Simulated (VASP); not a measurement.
# InP (Fm-3m) in VASP: further runs, part 3 of 3

VASP 6.6.1. Earlier steps stand in the parts before.

## Step 5: Single point, revPBE+D3(BJ)

This run uses another cell than the first one, of 20.04 Å³/atom, 1.022 times its volume.

Contents of INCAR:

```
SYSTEM = InP
PREC     = Accurate       ! precision mode
ENCUT    = 520            ! plane-wave cutoff, eV
EDIFF    = 1E-6           ! SCF threshold, eV
ISMEAR   = -1             ! smearing method
SIGMA    = 0.05           ! smearing width, eV
LREAL    = .False.        ! projectors in reciprocal space
LASPH    = .True.         ! aspherical terms in the spheres
NELM     = 100            ! most SCF steps
ALGO     = Normal         ! electronic algorithm
ISIF     = 2              ! what is computed and relaxed
LWAVE    = .False.        ! write WAVECAR
LCHARG   = .False.        ! write CHGCAR
GGA      = RE             ! functional
IVDW     = 12             ! dispersion correction
NBANDS   = 16             ! bands
```

Contents of KPOINTS:

```
regular mesh
0
Gamma
  8 8 8
  0 0 0
```

Contents of POSCAR:

```
InP
1.0
    0.0000000000      2.7160319542      2.7160319542
    2.7160319542      0.0000000000      2.7160319542
    2.7160319542      2.7160319542      0.0000000000
In P
1 1
Direct
    0.0000000000      0.0000000000      0.0000000000
    0.5000000000      0.5000000000      0.5000000000
```

Potentials or basis: VASP PAW PBE potentials, release 64 (In_d, P).

Started as:

```console
$ cat potpaw_PBE.64/In_d/POTCAR potpaw_PBE.64/P/POTCAR > POTCAR
$ mpirun -np 1 vasp_std > vasp.out
```

OUTCAR:

```text
SYSTEM = InP
   PREC = Accurate
   ENCUT = 520
   EDIFF = 1E-6
   ISMEAR = -1
   LREAL = .False.
   LASPH = .True.
   NELM = 100
   ISIF = 2
   GGA = RE
   IVDW = 12
 IVDW          = 12

 ion  position               nearest neighbor table
   1  0.000  0.000  0.000-   2 2.72   2 2.72   2 2.72   2 2.72   2 2.72   2 2.72
   2  0.500  0.500  0.500-   1 2.72   1 2.72   1 2.72   1 2.72   1 2.72   1 2.72

  LATTYP: Found a face centered cubic cell.
 ALAT       =     5.4320639084

  Lattice vectors:

 A1 = (   0.0000000000,   2.7160319542,   2.7160319542)
 A2 = (   2.7160319542,   0.0000000000,   2.7160319542)
 A3 = (   2.7160319542,   2.7160319542,   0.0000000000)

Analysis of symmetry for initial positions (statically):
=====================================================================
 Subroutine PRICEL returns:
 Original cell was already a primitive cell.

 Routine SETGRP: Setting up the symmetry group for a
 face centered cubic supercell.

 Subroutine GETGRP returns: Found 48 space group operations
 (whereof 48 operations were pure point group operations)
 out of a pool of 48 trial point group operations.

The static configuration has the point symmetry O_h .

Analysis of symmetry for dynamics (positions and initial velocities):
=====================================================================
 Subroutine PRICEL returns:
 Original cell was already a primitive cell.

 Routine SETGRP: Setting up the symmetry group for a
 face centered cubic supercell.

 Subroutine GETGRP returns: Found 48 space group operations
 (whereof 48 operations were pure point group operations)
 out of a pool of 48 trial point group operations.

The dynamic configuration has the point symmetry O_h .

 Subroutine INISYM returns: Found 48 space group operations
 (whereof 48 operations are pure point group operations),
 and found     1 'primitive' translations

----------------------------------------------------------------------------------------

[... 112 lines left out ...]
     AMIX_MAG =   1.60;   BMIX_MAG =  1.00
  volume/ion in A,a.u.               =      20.04       135.21
  Fermi-wavevector in a.u.,A,eV,Ry     =   1.253778  2.369298 21.387819  1.571960
  Thomas-Fermi vector in A             =   2.387615
   LORBIT       =      0    0 simple, 1 ext, 2 COOP (PROOUT), +10 PAW based schemes
   GGA     = RE    functional components
   LHFCALC =     F    Hartree Fock is set to
   AEXX    =    0.0000 exact exchange contribution
   IVDW    =    12    specifies the selected vdW correction
   LEPSILON=     F    determine dielectric tensor
   LRPA    =     F    only Hartree local field effects (RPA)
 non-spin polarized calculation
  energy-cutoff  :      520.00
  volume of cell :       40.07
 maximum number of plane-waves:      1106
 NGX is ok and might be reduce to    30
   NGX = 15   NGY = 15   NGZ = 15

 number of electron      17.9999993 magnetization

 Free energy of the ion-electron system (eV)
  ---------------------------------------------------
  ext. energy  EPLUGINS =         0.00000000
  ---------------------------------------------------
  free energy    TOTEN  =        -7.23570841 eV

  energy without entropy =       -7.22640546  energy(sigma->0) =       -7.23105693

 E-fermi :   7.9774     XC(G=0): -10.6021

 val. band max:        7.8907895181   @ k =   0.3750   0.0000   0.0000
 cond. band min:       7.9974209273   @ k =  -0.1250   0.1250   0.0000
 fundamental gap:      0.1066314093
 Fermi energy:         7.9773913013

 k-point     1 :       0.0000    0.0000    0.0000
  band No.  band energies     occupation
      1      -6.5109      2.00000
      2      -6.5109      2.00000
      3      -6.4896      2.00000
      4      -6.4896      2.00000
      5      -6.4896      2.00000
      6      -4.5943      2.00000
[... 433 lines left out ...]
      3      -6.4757      2.00000
      4      -6.4331      2.00000
      5      -6.3824      2.00000
      6      -1.7442      2.00000
[... 8 lines left out ...]
     15      18.1011      0.00000
     16      20.9258      0.00000

 [... further k-points ...]

------------------------ aborting loop because EDIFF is reached ----------------------------------------

 Edisp (eV)   -1.50630

 E8    (eV) :    -1.0590

  FORCE on cell =-STRESS in cart. coord.  units (eV):
  Direction    XX          YY          ZZ          XY          YZ          ZX
  --------------------------------------------------------------------------------------
  -------------------------------------------------------------------------------------
  Total      -0.02677    -0.02677    -0.02677    -0.00000     0.00000    -0.00000
  in kB      -1.07020    -1.07020    -1.07020    -0.00000     0.00000    -0.00000
  external pressure =       -1.07 kB  Pullay stress =        0.00 kB

 VOLUME and BASIS-vectors are now :
 -----------------------------------------------------------------------------
  energy-cutoff  :      520.00
  volume of cell :       40.07
      direct lattice vectors                 reciprocal lattice vectors
     0.000000000  2.716031954  2.716031954    -0.184092090  0.184092090  0.184092090
     2.716031954  0.000000000  2.716031954     0.184092090 -0.184092090  0.184092090
     2.716031954  2.716031954  0.000000000     0.184092090  0.184092090 -0.184092090

 POSITION                                       TOTAL-FORCE (eV/Angst)
 -----------------------------------------------------------------------------------
      0.00000      0.00000      0.00000         0.000000      0.000000      0.000000
      2.71603      2.71603      2.71603        -0.000000     -0.000000     -0.000000
 -----------------------------------------------------------------------------------
    total drift:                               -0.000000      0.000000      0.000000

  FREE ENERGIE OF THE ION-ELECTRON SYSTEM (eV)
  ---------------------------------------------------
  free  energy   TOTEN  =        -8.7420046773 eV

  energy  without entropy=       -8.7327017195  energy(sigma->0) =       -8.73735320
```

stdout:

```text
POSCAR found type information on POSCAR InP
 POSCAR found :  2 types and       2 ions
 scaLAPACK will be used
 -----------------------------------------------------------------------------
|                                                                             |
|                                                                             |
|     You enforced a specific xc type in the INCAR file but a different       |
|     I HOPE YOU KNOW WHAT YOU ARE DOING!                                     |
|                                                                             |
 -----------------------------------------------------------------------------

 LDA part: xc-table for (Slater+PW92), standard interpolation
 POSCAR, INCAR and KPOINTS ok, starting setup
 FFT: planning ... GRIDC
 FFT: planning ... GRID_SOFT
 FFT: planning ... GRID
 WAVECAR not read
 entering main loop
```

Wall time 33 s (1 thread of Intel Xeon 8259CL, shared host); peak memory 0.18 GiB.

What came out:

| Item | Value |
| --- | --- |
| Free energy | -8.7420 eV |
| Pressure | -0.1 GPa |
| Band gap on the k mesh | zero (band 9 reaches 8.16 eV, above the bottom of band 10 at 5.45 eV) |
| Dispersion energy per atom | -0.753 eV |

Caveat: the PAW data sets were made with another functional, which shifts forces and pressure a little; spin-orbit coupling is left out, which moves the levels of the heavy elements; pairwise dispersion overbinds metals, which lowers pressure and volume.

## Step 6: Single point, revPBE+D4

This run uses another cell than the first one, of 20.20 Å³/atom, 1.030 times its volume.

Contents of INCAR:

```
SYSTEM = InP
PREC = Accurate
ENCUT = 520
EDIFF = 1E-7
ISMEAR = -1
SIGMA = 0.05
LREAL = .False.
LASPH = .True.
NELM = 60
ALGO = Normal
ISIF = 2
LWAVE = .False.
LCHARG = .False.
GGA = RE
IVDW = 13
NBANDS = 16
```

Contents of KPOINTS:

```
Automatic mesh
0
Gamma
  8 8 8
  0 0 0
```

Contents of POSCAR:

```
InP
1.0
    0.0000000000      2.7234642249      2.7234642249
    2.7234642249      0.0000000000      2.7234642249
    2.7234642249      2.7234642249      0.0000000000
In P
1 1
Direct
    0.0000000000      0.0000000000      0.0000000000
    0.5000000000      0.5000000000      0.5000000000
```

Potentials or basis: VASP PAW PBE potentials, release 64 (In_d, P).

Started as:

```console
$ cat potpaw_PBE.64/In_d/POTCAR potpaw_PBE.64/P/POTCAR > POTCAR
$ mpirun -np 1 vasp_std > vasp.out
```

OUTCAR:

```text
SYSTEM = InP
   PREC = Accurate
   ENCUT = 520
   EDIFF = 1E-7
   ISMEAR = -1
   LREAL = .False.
   LASPH = .True.
   NELM = 60
   ISIF = 2
   GGA = RE
   IVDW = 13

 ion  position               nearest neighbor table
   1  0.000  0.000  0.000-   2 2.72   2 2.72   2 2.72   2 2.72   2 2.72   2 2.72
   2  0.500  0.500  0.500-   1 2.72   1 2.72   1 2.72   1 2.72   1 2.72   1 2.72

  LATTYP: Found a face centered cubic cell.
 ALAT       =     5.4469284498

  Lattice vectors:

 A1 = (   0.0000000000,   2.7234642249,   2.7234642249)
 A2 = (   2.7234642249,   0.0000000000,   2.7234642249)
 A3 = (   2.7234642249,   2.7234642249,   0.0000000000)

Analysis of symmetry for initial positions (statically):
=====================================================================
 Subroutine PRICEL returns:
 Original cell was already a primitive cell.

 Routine SETGRP: Setting up the symmetry group for a
 face centered cubic supercell.

 Subroutine GETGRP returns: Found 48 space group operations
 (whereof 48 operations were pure point group operations)
 out of a pool of 48 trial point group operations.

The static configuration has the point symmetry O_h .

Analysis of symmetry for dynamics (positions and initial velocities):
=====================================================================
 Subroutine PRICEL returns:
 Original cell was already a primitive cell.

 Routine SETGRP: Setting up the symmetry group for a
 face centered cubic supercell.

 Subroutine GETGRP returns: Found 48 space group operations
 (whereof 48 operations were pure point group operations)
 out of a pool of 48 trial point group operations.

The dynamic configuration has the point symmetry O_h .

 Subroutine INISYM returns: Found 48 space group operations
 (whereof 48 operations are pure point group operations),
 and found     1 'primitive' translations

----------------------------------------------------------------------------------------

                                     Primitive cell

  volume of cell :      40.4013

[... 109 lines left out ...]
  volume/ion in A,a.u.               =      20.20       136.32
  Fermi-wavevector in a.u.,A,eV,Ry     =   1.250357  2.362832 21.271244  1.563392
  Thomas-Fermi vector in A             =   2.384355
   LORBIT       =      0    0 simple, 1 ext, 2 COOP (PROOUT), +10 PAW based schemes
   GGA     = RE    functional components
   LHFCALC =     F    Hartree Fock is set to
   AEXX    =    0.0000 exact exchange contribution
   IVDW    =    13    specifies the selected vdW correction
   LEPSILON=     F    determine dielectric tensor
   LRPA    =     F    only Hartree local field effects (RPA)
 non-spin polarized calculation
  energy-cutoff  :      520.00
  volume of cell :       40.40
 maximum number of plane-waves:      1106
 NGX is ok and might be reduce to    30
   NGX = 15   NGY = 15   NGZ = 15

 number of electron      17.9999995 magnetization

 Free energy of the ion-electron system (eV)
  ---------------------------------------------------
  ext. energy  EPLUGINS =         0.00000000
  ---------------------------------------------------
  free energy    TOTEN  =        -7.24796259 eV

  energy without entropy =       -7.23844679  energy(sigma->0) =       -7.24320469

 E-fermi :   7.8680     XC(G=0): -10.5631

 val. band max:        7.7844393775   @ k =   0.3750   0.0000   0.0000
 cond. band min:       7.8914245019   @ k =  -0.1250   0.1250   0.0000
 fundamental gap:      0.1069851244
 Fermi energy:         7.8680342982

 k-point     1 :       0.0000    0.0000    0.0000
  band No.  band energies     occupation
      1      -6.6050      2.00000
      2      -6.6050      2.00000
      3      -6.5844      2.00000
      4      -6.5844      2.00000
      5      -6.5844      2.00000
      6      -4.6351      2.00000
[... 433 lines left out ...]
      3      -6.5703      2.00000
      4      -6.5292      2.00000
      5      -6.4801      2.00000
      6      -1.8246      2.00000
[... 8 lines left out ...]
     15      17.9703      0.00000
     16      20.7727      0.00000

 [... further k-points ...]

------------------------ aborting loop because EDIFF is reached ----------------------------------------

  DFT-D4 for vdW energy calculation

  Edisp (eV):   -1.36305

  FORCE on cell =-STRESS in cart. coord.  units (eV):
  Direction    XX          YY          ZZ          XY          YZ          ZX
  --------------------------------------------------------------------------------------
  -------------------------------------------------------------------------------------
  Total      -0.02311    -0.02311    -0.02311     0.00000    -0.00000     0.00000
  in kB      -0.91629    -0.91629    -0.91629     0.00000    -0.00000     0.00000
  external pressure =       -0.92 kB  Pullay stress =        0.00 kB

 VOLUME and BASIS-vectors are now :
 -----------------------------------------------------------------------------
  energy-cutoff  :      520.00
  volume of cell :       40.40
      direct lattice vectors                 reciprocal lattice vectors
     0.000000000  2.723464225  2.723464225    -0.183589707  0.183589707  0.183589707
     2.723464225  0.000000000  2.723464225     0.183589707 -0.183589707  0.183589707
     2.723464225  2.723464225  0.000000000     0.183589707  0.183589707 -0.183589707

 POSITION                                       TOTAL-FORCE (eV/Angst)
 -----------------------------------------------------------------------------------
      0.00000      0.00000      0.00000        -0.000000     -0.000000     -0.000000
      2.72346      2.72346      2.72346         0.000000      0.000000      0.000000
 -----------------------------------------------------------------------------------
    total drift:                               -0.000000      0.000000      0.000000

  FREE ENERGIE OF THE ION-ELECTRON SYSTEM (eV)
  ---------------------------------------------------
  free  energy   TOTEN  =        -8.6110158043 eV

  energy  without entropy=       -8.6015000058  energy(sigma->0) =       -8.60625791
```

OSZICAR:

```text
N       E                     dE             d eps       ncg     rms          rms(c)
DAV:   1     0.113423544405E+03    0.11342E+03   -0.85659E+03   928   0.135E+03
DAV:   2    -0.503224671503E+00   -0.11393E+03   -0.10901E+03  1016   0.313E+02
DAV:   3    -0.741075565245E+01   -0.69075E+01   -0.68286E+01  1216   0.734E+01
DAV:   4    -0.756867335619E+01   -0.15792E+00   -0.15786E+00  1200   0.112E+01
DAV:   5    -0.757697609828E+01   -0.83027E-02   -0.83026E-02  1336   0.231E+00    0.546E+00
DAV:   6    -0.726455296329E+01    0.31242E+00   -0.50672E-01  1400   0.125E+01    0.325E+00
DAV:   7    -0.724767112636E+01    0.16882E-01   -0.11978E-01  1432   0.326E+00    0.131E+00
DAV:   8    -0.724808909746E+01   -0.41797E-03   -0.14043E-02  1376   0.175E+00    0.205E-01
DAV:   9    -0.724795054021E+01    0.13856E-03   -0.21731E-03  1416   0.826E-01    0.103E-01
DAV:  10    -0.724794346058E+01    0.70796E-05   -0.14477E-04  1216   0.113E-01    0.546E-02
DAV:  11    -0.724796292841E+01   -0.19468E-04   -0.74539E-05  1320   0.796E-02    0.163E-02
DAV:  12    -0.724796268657E+01    0.24184E-06   -0.12373E-05  1224   0.275E-02    0.149E-02
DAV:  13    -0.724796258833E+01    0.98244E-07   -0.62573E-07  1192   0.618E-03
   1 F= -.86110158E+01 E0= -.86062579E+01  d E =-.951580E-02
```

It took 29 s on 1 thread of Intel Xeon 8259CL, shared host; peak memory 0.17 GiB.

Results:

```yaml
Free_energy: -8.6110 eV
Pressure: -0.1 GPa
Band_gap_on_the_k_mesh: zero (band 9 reaches 8.05 eV, above the bottom of band 10 at 5.33 eV)
Dispersion_energy_per_atom: -0.682 eV
```

Levels at points of the mesh, in eV from the Fermi level:
| k point | band 6 | band 7 | band 8 | band 9 | band 10 | band 11 | band 12 | band 13 |
| --- | --- | --- | --- | --- | --- | --- | --- | --- |
| (0.00, 0.00, 0.00) | -12.50 | -0.44 | -0.44 | -0.44 | 0.89 | 6.96 | 6.96 | 6.96 |
| (0.50, 0.00, 0.00) | -10.26 | -7.01 | 0.03 | 0.03 | 2.43 | 3.28 | 3.28 | 5.51 |
| (0.50, 0.50, 0.00) | -9.00 | -5.38 | -2.62 | -2.62 | -2.53 | 3.61 | 10.23 | 10.23 |

Caveat: the PAW data sets were made with another functional, which shifts forces and pressure a little; spin-orbit coupling is left out, which moves the levels of the heavy elements; pairwise dispersion overbinds metals, which lowers pressure and volume.

## Step 7: The runs side by side

```tsv
level	cell	gap on the mesh (eV)	pressure (GPa)
PBEsol+D3(BJ)	a = 3.814 Å, angles 60.0°, 2 atoms	none	0.0
PBEsol+D4	a = 3.831 Å, angles 60.0°, 2 atoms	none	0.0
RPBE+D4	a = 3.852 Å, angles 60.0°, 2 atoms	none	-0.1
revPBE+D3(BJ)	a = 3.841 Å, angles 60.0°, 2 atoms	none	-0.1
revPBE+D4	a = 3.852 Å, angles 60.0°, 2 atoms	none	-0.1
```

Alike in all rows: task single point; potentials or basis VASP PAW PBE potentials, release 64 (In_d, P); no spin polarisation; k mesh 8 × 8 × 8; cutoff (eV) 520; smearing fermi-dirac 0.05 eV.

Caveats: the PAW data sets were made with another functional, which shifts forces and pressure a little; spin-orbit coupling is left out, which moves the levels of the heavy elements; pairwise dispersion overbinds metals, which lowers pressure and volume.

Total energies depend on the potentials used, so only differences within one code and one set of settings carry meaning.
